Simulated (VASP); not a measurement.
# As (Im-3m) in VASP: further runs

As is run at these levels: PBE; tasks: single point, relaxation of cell and atoms.

Everything below comes from runs of VASP 6.6.1. Logs are shortened: lines on timing, memory, paths and dates and some standing lists are left out, and cuts for length are marked.

## (1) The cell of the first run

Symmetry: Im-3m, No. 229, cubic system. The conventional cell has a = 3.010 Å, b = 3.010 Å, c = 3.010 Å, α = 90.00°, β = 90.00°, γ = 90.00°. Within 3.4 Å of As (site symmetry m-3m) lie 14 As at 2.61 to 3.01 Å.

## (2) Single point, PBE

INCAR reads:

```
SYSTEM = As
PREC = Accurate
ENCUT = 520
EDIFF = 1E-7
ISMEAR = -1
SIGMA = 0.08
LREAL = .FALSE.
LASPH = .TRUE.
NELM = 100
ALGO = Normal
ISIF = 2
LWAVE = .FALSE.
LCHARG = .TRUE.
GGA = PE
LELF = .TRUE.
LVHAR = .TRUE.
NBANDS = 8
```

KPOINTS reads:

```
Automatic mesh
0
G
  18 18 18
  0 0 0
```

POSCAR reads:

```
As
1.0
   -1.5048321945      1.5048321945      1.5048321945
    1.5048321945     -1.5048321945      1.5048321945
    1.5048321945      1.5048321945     -1.5048321945
As
1
Direct
    0.0000000000      0.0000000000      0.0000000000
```

Potentials or basis: VASP PAW PBE potentials, release 64 (As).

On the command line:

```sh
> cat potpaw_PBE.64/As/POTCAR > POTCAR
> mpirun -np 1 vasp_std > vasp.out
```

OUTCAR:

```text
SYSTEM = As
   PREC = Accurate
   ENCUT = 520
   EDIFF = 1E-7
   ISMEAR = -1
   LREAL = .FALSE.
   LASPH = .TRUE.
   NELM = 100
   ISIF = 2
   GGA = PE

 ion  position               nearest neighbor table
   1  0.000  0.000  0.000-

  LATTYP: Found a body centered cubic cell.
 ALAT       =     3.0096643890

  Lattice vectors:

 A1 = (  -1.5048321945,   1.5048321945,   1.5048321945)
 A2 = (   1.5048321945,  -1.5048321945,   1.5048321945)
 A3 = (   1.5048321945,   1.5048321945,  -1.5048321945)

Analysis of symmetry for initial positions (statically):
=====================================================================
 Subroutine PRICEL returns:
 Original cell was already a primitive cell.

 Routine SETGRP: Setting up the symmetry group for a
 body centered cubic supercell.

 Subroutine GETGRP returns: Found 48 space group operations
 (whereof 48 operations were pure point group operations)
 out of a pool of 48 trial point group operations.

The static configuration has the point symmetry O_h .

Analysis of symmetry for dynamics (positions and initial velocities):
=====================================================================
 Subroutine PRICEL returns:
 Original cell was already a primitive cell.

 Routine SETGRP: Setting up the symmetry group for a
 body centered cubic supercell.

 Subroutine GETGRP returns: Found 48 space group operations
 (whereof 48 operations were pure point group operations)
 out of a pool of 48 trial point group operations.

The dynamic configuration has the point symmetry O_h .

 Subroutine INISYM returns: Found 48 space group operations
 (whereof 48 operations are pure point group operations),
 and found     1 'primitive' translations

----------------------------------------------------------------------------------------

                                     Primitive cell

  volume of cell :      13.6309

  direct lattice vectors                    reciprocal lattice vectors
    -1.504832195  1.504832195  1.504832195     0.000000000  0.332262960  0.332262960
     1.504832195 -1.504832195  1.504832195     0.332262960  0.000000000  0.332262960
     1.504832195  1.504832195 -1.504832195     0.332262960  0.332262960  0.000000000

  length of vectors
     2.606445818  2.606445818  2.606445818     0.469890785  0.469890785  0.469890785

  position of ions in fractional coordinates (direct lattice)
     0.000000000  0.000000000  0.000000000

  ion indices of the primitive-cell ions
   primitive index   ion index
                 1           1

----------------------------------------------------------------------------------------

 KPOINTS: Automatic mesh

Automatic generation of k-mesh.
 Grid dimensions read from file:
 generate k-points for:   18   18   18

 Generating k-lattice:

  Cartesian coordinates                     Fractional coordinates (reciprocal lattice)
     0.000000000  0.018459053  0.018459053     0.055555556  0.000000000  0.000000000
     0.018459053  0.000000000  0.018459053     0.000000000  0.055555556  0.000000000
     0.018459053  0.018459053  0.000000000     0.000000000  0.000000000  0.055555556

  Length of vectors
     0.026105044  0.026105044  0.026105044

  Shift w.r.t. Gamma in fractional coordinates (k-lattice)
     0.000000000  0.000000000  0.000000000

 Subroutine IBZKPT returns following result:
 ===========================================

 Found    195 irreducible k-points:

 Following reciprocal coordinates:
            Coordinates               Weight
  0.000000  0.000000  0.000000      1.000000
  0.055556  0.000000  0.000000     12.000000
  0.111111  0.000000  0.000000     12.000000
  0.166667  0.000000  0.000000     12.000000
  0.222222  0.000000  0.000000     12.000000
  0.277778  0.000000  0.000000     12.000000
[... 16 lines left out ...]
  0.333333  0.111111  0.000000     48.000000
  0.388889  0.111111  0.000000     48.000000
 [... further k-points ...]
   k-points           NKPTS =    195   k-points in BZ     NKDIM =    195   number of bands    NBANDS=      8
   number of dos      NEDOS =    301   number of ions     NIONS =      1
   total plane-waves  NPLWV =   8000
   dimension x,y,z NGX =    20 NGY =   20 NGZ =   20
   dimension x,y,z NGXF=    40 NGYF=   40 NGZF=   40
   ions per type =               1
   NGX,Y,Z   is equivalent  to a cutoff of  12.76, 12.76, 12.76 a.u.
   NGXF,Y,Z  is equivalent  to a cutoff of  25.51, 25.51, 25.51 a.u.
 SYSTEM =  As
   PREC   = accura    normal or accurate (medium, high low for compatibility)
   ISTART =      0    job   : 0-new  1-cont  2-samecut
   ICHARG =      2    charge: 1-file 2-atom 10-const
   ISPIN  =      1    spin polarized calculation?
   LNONCOLLINEAR =      F non collinear calculations
   LSORBIT =      F    spin-orbit coupling
   LASPH  =      T    aspherical Exc in radial PAW
   ENCUT  =  520.0 eV  38.22 Ry    6.18 a.u.   4.85  4.85  4.85*2*pi/ulx,y,z
   NELM   =    100;   NELMIN=  2; NELMDL= -5     # of ELM steps
   EDIFF  = 0.1E-06   stopping-criterion for ELM
   LREAL  =      F    real-space projection
   EDIFFG = 0.1E-05   stopping-criterion for IOM
   NSW    =      0    number of steps for IOM
   IBRION =     -1    ionic relax: 0-MD 1-quasi-New 2-CG
   NFREE  =      0    steps in history (QN), initial steepest desc. (CG)
   ISIF   =      2    stress and relaxation
   ISYM   =      2    0-nonsym 1-usesym 2-fastsym
   POTIM  = 0.5000    time-step for ionic-motion
   TEBEG  =    0.0;   TEEND  =   0.0 temperature during run
   PSTRESS=    0.0 pullay stress
   NELECT =       5.0000    total number of electrons
   NUPDOWN=      -1.0000    fix difference up-down
   EMIN   =  10.00;   EMAX   =-10.00  energy-range for DOS
   EFERMI =   0.00;   METHOD = LEGACY
   ISMEAR =    -1;   SIGMA  =   0.08  broadening in eV -4-tet -1-fermi 0-gaus
   EFERMI_NEDOS =   21; number of points for ismear=-14 and -15
   IALGO  =     38    algorithm
   IMIX   =      4    mixing-type and parameters
     AMIX     =   0.40;   BMIX     =  1.00
     AMIX_MAG =   1.60;   BMIX_MAG =  1.00
  volume/ion in A,a.u.               =      13.63        91.99
  Fermi-wavevector in a.u.,A,eV,Ry     =   1.171899  2.214568 18.685516  1.373347
  Thomas-Fermi vector in A             =   2.308336
   LORBIT       =      0    0 simple, 1 ext, 2 COOP (PROOUT), +10 PAW based schemes
   GGA     = PE    functional components
   LHFCALC =     F    Hartree Fock is set to
   AEXX    =    0.0000 exact exchange contribution
   IVDW    =     0    specifies the selected vdW correction
   LEPSILON=     F    determine dielectric tensor
   LRPA    =     F    only Hartree local field effects (RPA)
 non-spin polarized calculation
  energy-cutoff  :      520.00
  volume of cell :       13.63
 maximum number of plane-waves:       382
   NGX =  9   NGY =  9   NGZ =  9

 number of electron       5.0000000 magnetization

 Free energy of the ion-electron system (eV)
  ---------------------------------------------------
  ext. energy  EPLUGINS =         0.00000000
  ---------------------------------------------------
  free energy    TOTEN  =        -3.51889444 eV

  energy without entropy =       -3.50945550  energy(sigma->0) =       -3.51417497

 E-fermi :  10.9054     XC(G=0): -12.3057

 val. band max:       10.8647292481   @ k =   0.3333   0.1667   0.1111
 cond. band min:      10.9549702780   @ k =  -0.2222   0.2778   0.0556
 fundamental gap:      0.0902410300
 Fermi energy:        10.9054062603

 k-point     1 :       0.0000    0.0000    0.0000
  band No.  band energies     occupation
      1      -7.7732      2.00000
      2      20.1072      0.00000
      3      20.1072      0.00000
      4      20.1072      0.00000
      5      25.6455      0.00000
      6      25.6455      0.00000
      7      25.6455      0.00000
      8      28.7141      0.00000

 k-point     2 :       0.0556    0.0000    0.0000
  band No.  band energies     occupation
      1      -7.6710      2.00000
      2      19.2462      0.00000
      3      19.6420      0.00000
      4      19.9931      0.00000
      5      25.0436      0.00000
      6      25.3630      0.00000
      7      26.2708      0.00000
      8      27.4672      0.00000

 k-point     3 :       0.1111    0.0000    0.0000
  band No.  band energies     occupation
      1      -7.3644      2.00000
      2      17.1974      0.00000
      3      18.6286      0.00000
      4      19.6635      0.00000
      5      23.9457      0.00000
      6      24.3284      0.00000
      7      27.3201      0.00000
      8      27.5763      0.00000

 k-point     4 :       0.1667    0.0000    0.0000
  band No.  band energies     occupation
      1      -6.8536      2.00000
      2      14.6840      0.00000
      3      17.5065      0.00000
      4      19.1679      0.00000
      5      22.8621      0.00000
      6      23.2338      0.00000
      7      27.2266      0.00000
      8      28.1649      0.00000

 k-point     5 :       0.2222    0.0000    0.0000
  band No.  band energies     occupation
      1      -6.1391      2.00000
      2      12.0694      0.00000
      3      16.4564      0.00000
      4      18.5910      0.00000
      5      21.9087      0.00000
      6      22.3004      0.00000
      7      27.5355      0.00000
      8      28.9003      0.00000
[... 177 lines left out ...]
 k-point    22 :       0.2778    0.1111    0.0000
  band No.  band energies     occupation
      1      -3.8063      2.00000
      2       7.3117      2.00000
      3      12.6344      0.00000
      4      16.1370      0.00000
      5      21.6020      0.00000
      6      23.8906      0.00000
      7      27.4316      0.00000
      8      33.0836      0.00000

 k-point    23 :       0.3333    0.1111    0.0000
  band No.  band energies     occupation
      1      -2.5128      2.00000
      2       5.0893      2.00000
      3      12.0907      0.00000
      4      15.7112      0.00000
      5      21.1978      0.00000
      6      23.7240      0.00000
      7      28.3233      0.00000
      8      34.2827      0.00000

 k-point    24 :       0.3889    0.1111    0.0000
  band No.  band energies     occupation
      1      -1.0980      2.00000
      2       3.1067      2.00000
      3      11.7658      0.00004
      4      15.4496      0.00000
      5      20.9507      0.00000
      6      23.5854      0.00000
      7      29.5104      0.00000
      8      32.7146      0.00000

 [... further k-points ...]
[... 5 lines left out ...]
  --------------------------------------------------------------------------------------
  -------------------------------------------------------------------------------------
  Total        4.8578218      4.8578218      4.8578218     -0.0000000      0.0000000      0.0000000
  in kB      570.9892761    570.9892761    570.9892761     -0.0000000      0.0000000      0.0000000
  external PRESSURE =     570.9892761 kB  Pullay stress =       0.0000000 kB

 VOLUME and BASIS-vectors are now :
 -----------------------------------------------------------------------------
  energy-cutoff  :      520.00
  volume of cell :       13.63
      direct lattice vectors                 reciprocal lattice vectors
    -1.504832195  1.504832195  1.504832195     0.000000000  0.332262960  0.332262960
     1.504832195 -1.504832195  1.504832195     0.332262960  0.000000000  0.332262960
     1.504832195  1.504832195 -1.504832195     0.332262960  0.332262960  0.000000000

 POSITION                                       TOTAL-FORCE (eV/Angst)
 -----------------------------------------------------------------------------------
      0.00000      0.00000      0.00000         0.000000     -0.000000      0.000000
 -----------------------------------------------------------------------------------
    total drift:                                0.000000      0.000000      0.000000

  FREE ENERGIE OF THE ION-ELECTRON SYSTEM (eV)
  ---------------------------------------------------
  free  energy   TOTEN  =        -3.5188944392 eV

  energy  without entropy=       -3.5094555048  energy(sigma->0) =       -3.51417497
```

Run time: 7.7 s. Hardware: 1 thread of Intel Xeon 6975P-C (Granite Rapids), shared host; peak memory 0.13 GiB.

Results:

```
Free energy : -3.5189 eV
Pressure    : 57.1 GPa
```

Levels at points of the mesh, in eV from the Fermi level:
```csv
k point,band 1,band 2,band 3,band 4,band 5,band 6
"(0.00, 0.00, 0.00)",-18.68,9.20,9.20,9.20,14.74,14.74
"(0.50, 0.00, 0.00)",-11.29,-9.29,2.95,5.92,8.79,9.30
"(0.50, 0.50, 0.50)",-4.57,-3.20,-3.20,-3.20,2.52,2.52
```

## (3) Single point, PBE

INCAR reads:

```
  PREC = Accurate
  ENCUT = 520
  EDIFF = 1E-7
  ISMEAR = -1
  SIGMA = 0.08
  LREAL = False
  LASPH = True
  NELM = 60
  ALGO = Normal
  ISIF = 2
  LWAVE = False
  LCHARG = False
  GGA = PE
  NBANDS = 8
```

KPOINTS reads:

```
Automatic mesh
0
Gamma
  18 18 18
```

POSCAR is that of step 2.

Potentials or basis: VASP PAW PBE potentials, release 64 (As).

On the command line:

```sh
> cat potpaw_PBE.64/As/POTCAR > POTCAR
> mpirun -np 1 vasp_std > vasp.out
```

OUTCAR:

```text
PREC = Accurate
   ENCUT = 520
   EDIFF = 1E-7
   ISMEAR = -1
   LREAL = False
   LASPH = True
   NELM = 60
   ISIF = 2
   GGA = PE

 ion  position               nearest neighbor table
   1  0.000  0.000  0.000-

  LATTYP: Found a body centered cubic cell.
 ALAT       =     3.0096643890

  Lattice vectors:

 A1 = (  -1.5048321945,   1.5048321945,   1.5048321945)
 A2 = (   1.5048321945,  -1.5048321945,   1.5048321945)
 A3 = (   1.5048321945,   1.5048321945,  -1.5048321945)

Analysis of symmetry for initial positions (statically):
=====================================================================
 Subroutine PRICEL returns:
 Original cell was already a primitive cell.

 Routine SETGRP: Setting up the symmetry group for a
 body centered cubic supercell.

 Subroutine GETGRP returns: Found 48 space group operations
 (whereof 48 operations were pure point group operations)
 out of a pool of 48 trial point group operations.

[... 153 lines left out ...]
  ext. energy  EPLUGINS =         0.00000000
  ---------------------------------------------------
  free energy    TOTEN  =        -3.51889444 eV

  energy without entropy =       -3.50945550  energy(sigma->0) =       -3.51417497

 E-fermi :  10.9054     XC(G=0): -12.3057

 val. band max:       10.8647292481   @ k =   0.3333   0.1667   0.1111
 cond. band min:      10.9549702780   @ k =  -0.2222   0.2778   0.0556
 fundamental gap:      0.0902410300
 Fermi energy:        10.9054062603

 k-point     1 :       0.0000    0.0000    0.0000
  band No.  band energies     occupation
      1      -7.7732      2.00000
      2      20.1072      0.00000
      3      20.1072      0.00000
      4      20.1072      0.00000
      5      25.6455      0.00000
      6      25.6455      0.00000
      7      25.6455      0.00000
      8      28.7141      0.00000
[... 243 lines left out ...]
 k-point    24 :       0.3889    0.1111    0.0000
  band No.  band energies     occupation
      1      -1.0980      2.00000
      2       3.1067      2.00000
      3      11.7658      0.00004
      4      15.4496      0.00000
      5      20.9507      0.00000
      6      23.5854      0.00000
      7      29.5104      0.00000
      8      32.7146      0.00000

 [... further k-points ...]
[... 5 lines left out ...]
  --------------------------------------------------------------------------------------
  -------------------------------------------------------------------------------------
  Total        4.8578218      4.8578218      4.8578218     -0.0000000      0.0000000      0.0000000
  in kB      570.9892761    570.9892761    570.9892761     -0.0000000      0.0000000      0.0000000
  external PRESSURE =     570.9892761 kB  Pullay stress =       0.0000000 kB

 VOLUME and BASIS-vectors are now :
 -----------------------------------------------------------------------------
  energy-cutoff  :      520.00
  volume of cell :       13.63
      direct lattice vectors                 reciprocal lattice vectors
    -1.504832195  1.504832195  1.504832195     0.000000000  0.332262960  0.332262960
     1.504832195 -1.504832195  1.504832195     0.332262960  0.000000000  0.332262960
     1.504832195  1.504832195 -1.504832195     0.332262960  0.332262960  0.000000000

 POSITION                                       TOTAL-FORCE (eV/Angst)
 -----------------------------------------------------------------------------------
      0.00000      0.00000      0.00000         0.000000     -0.000000      0.000000
 -----------------------------------------------------------------------------------
    total drift:                                0.000000      0.000000      0.000000

  FREE ENERGIE OF THE ION-ELECTRON SYSTEM (eV)
  ---------------------------------------------------
  free  energy   TOTEN  =        -3.5188944392 eV

  energy  without entropy=       -3.5094555048  energy(sigma->0) =       -3.51417497
```

OSZICAR:

```text
N       E                     dE             d eps       ncg     rms          rms(c)
DAV:   1     0.301544159858E+01    0.30154E+01   -0.23359E+03  3176   0.490E+02
DAV:   2    -0.349236462480E+01   -0.65078E+01   -0.62750E+01  4472   0.522E+01
DAV:   3    -0.353126973288E+01   -0.38905E-01   -0.38770E-01  3440   0.435E+00
DAV:   4    -0.353128154566E+01   -0.11813E-04   -0.11813E-04  4952   0.886E-02
DAV:   5    -0.353128154660E+01   -0.94201E-09   -0.87560E-09  3440   0.478E-04    0.355E+00
DAV:   6    -0.352334748995E+01    0.79341E-02   -0.47302E-04  4144   0.174E-01    0.212E+00
DAV:   7    -0.351888811366E+01    0.44594E-02   -0.12148E-03  4040   0.270E-01    0.492E-02
DAV:   8    -0.351889456847E+01   -0.64548E-05   -0.18842E-05  4152   0.371E-02    0.959E-03
DAV:   9    -0.351889436429E+01    0.20417E-06   -0.33355E-07  4136   0.479E-03    0.144E-03
DAV:  10    -0.351889448956E+01   -0.12527E-06   -0.46903E-08  2784   0.126E-03    0.426E-04
DAV:  11    -0.351889443921E+01    0.50347E-07   -0.69955E-10  1840   0.208E-04
   1 F= -.35188944E+01 E0= -.35141750E+01  d E =-.943893E-02
```

Run time: 8.9 s. Hardware: 1 thread of Intel Xeon 6975P-C (Granite Rapids), shared host; peak memory 0.13 GiB.

Results:

| Quantity | Value |
| --- | --- |
| Free energy | -3.5189 eV |
| Pressure | 57.1 GPa |

Levels at points of the mesh, in eV from the Fermi level:
```tsv
k point	band 1	band 2	band 3	band 4	band 5	band 6
(0.00, 0.00, 0.00)	-18.68	9.20	9.20	9.20	14.74	14.74
(0.50, 0.00, 0.00)	-11.29	-9.29	2.95	5.92	8.79	9.30
(0.50, 0.50, 0.50)	-4.57	-3.20	-3.20	-3.20	2.52	2.52
```

## (4) Relaxation of cell and atoms, PBE, target pressure 56 GPa, at which the enthalpy is minimised

INCAR reads:

```
SYSTEM = As
ALGO = Normal ; EDIFF = 1E-6
EDIFFG = -0.005 ; ENCUT = 600
GGA = PE ; IBRION = 2
ISIF = 3 ; ISMEAR = -1
LASPH = .TRUE. ; LCHARG = .FALSE.
LREAL = .FALSE. ; LWAVE = .FALSE.
NELM = 60 ; NSW = 32
PREC = Accurate ; PSTRESS = 560.0
SIGMA = 0.08
```

KPOINTS reads:

```
k-points
0
G
  18 18 18
  0 0 0
```

POSCAR is that of step 3.

On the command line:

```sh
> cat potpaw_PBE.64/As/POTCAR > POTCAR
> mpirun -np 1 vasp_std > vasp.out
```

Run time: 10 s. Hardware: 1 thread of Intel Xeon 6975P-C (Granite Rapids), shared host; peak memory 0.16 GiB.

Results (log left out):

| Property | Result |
| --- | --- |
| Free energy | -3.5371 eV |
| Relaxed volume | 13.68 Å³/atom |
| Relaxed cell | a = 2.610 Å, b = 2.610 Å, c = 2.610 Å, α = 109.47°, β = 109.47°, γ = 109.47° |
| Space group after relaxing (to 0.05 Å) | Im-3m (No. 229) |
| Energy change on relaxing (the enthalpy is what falls) | -18.1 meV/atom |
| Ionic steps | 3 |
| Pressure after relaxing | 56.0 GPa |

Step by step:
```tsv
step	energy change (eV)	largest force (eV/Å)	pressure (GPa)	volume (Å³)
1	0.0000	0.0000	57.11	13.63
2	-0.0643	0.0000	53.24	13.82
3	-0.0181	0.0000	56.01	13.68
```

Final structure:
```yaml
crystal:
  lattice:
    - [-1.50672, 1.50672, 1.50672]
    - [1.50672, -1.50672, 1.50672]
    - [1.50672, 1.50672, -1.50672]
  atoms:
    - { symbol: As, position: [0.00000, 0.00000, 0.00000] }
```

Levels at points of the mesh, in eV from the Fermi level:
| k point | band 1 | band 2 | band 3 | band 4 | band 5 | band 6 |
| --- | --- | --- | --- | --- | --- | --- |
| (0.00, 0.00, 0.00) | -18.63 | 9.16 | 9.16 | 9.16 | 14.72 | 14.72 |
| (0.50, 0.00, 0.00) | -11.28 | -9.25 | 2.94 | 5.91 | 8.79 | 9.28 |
| (0.50, 0.50, 0.50) | -4.59 | -3.19 | -3.19 | -3.19 | 2.54 | 2.54 |

Caveat: the cell is relaxed towards a set pressure, so the enthalpy falls and the energy may rise.

[end of part 1 of 2]
